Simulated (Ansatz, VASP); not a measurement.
One calculation of H2CI2, two programs

```xyz
5
Lattice="0.0000 6.5793 2.4051 3.7431 0.0000 2.4051 3.7431 6.5793 0.0000" Properties=species:S:1:pos:R:3 pbc="T T T"
H     4.6440    6.5793    4.1837
H     2.8422    6.5793    4.1837
C     3.7431    6.5793    4.7880
I     3.7431    8.3712    1.1571
I     3.7431    4.7875    1.1571
```

Alike in both runs: functional r2SCAN; k mesh 6 × 6 × 6; occupations gaussian, width 0.1 eV; no spin polarisation.

Ansatz relaxed the structure, and its values are those at the end. VASP's run is a single point on that final structure, the one shown.

```csv
,VASP,Ansatz
version,VASP 6.6.1,Ansatz 0.2.0
potentials or method,"VASP PAW PBE potentials, release 64 (H, C, I), cutoff 520 eV","scalar-relativistic, plane waves, PAW"
valence electrons in the cell,20,40
```

VASP gave:

| Item | Value |
| --- | --- |
| gap on the k mesh at the Fermi level (eV) | 3.21 |
| least direct gap on the mesh (eV) | 3.29 |
| pressure (GPa) | 0.0 |
| rms of the force components (eV/Å) | 0.037 |

Question: Estimate Ansatz's values.

Answer: gap on the k mesh at the Fermi level (eV): 3.20; least direct gap on the mesh (eV): 3.29; pressure (GPa): 0.0; rms of the force components (eV/Å): 0.003.

VASP's potentials were made for PBE, not for r2SCAN. The functional is the same, so the differences come from potentials, cutoffs and numerics. VASP's potentials hold 20 valence electrons a cell and Ansatz's 40, so a difference there can come from the potentials and not from the codes.

Spin-orbit coupling is off throughout.
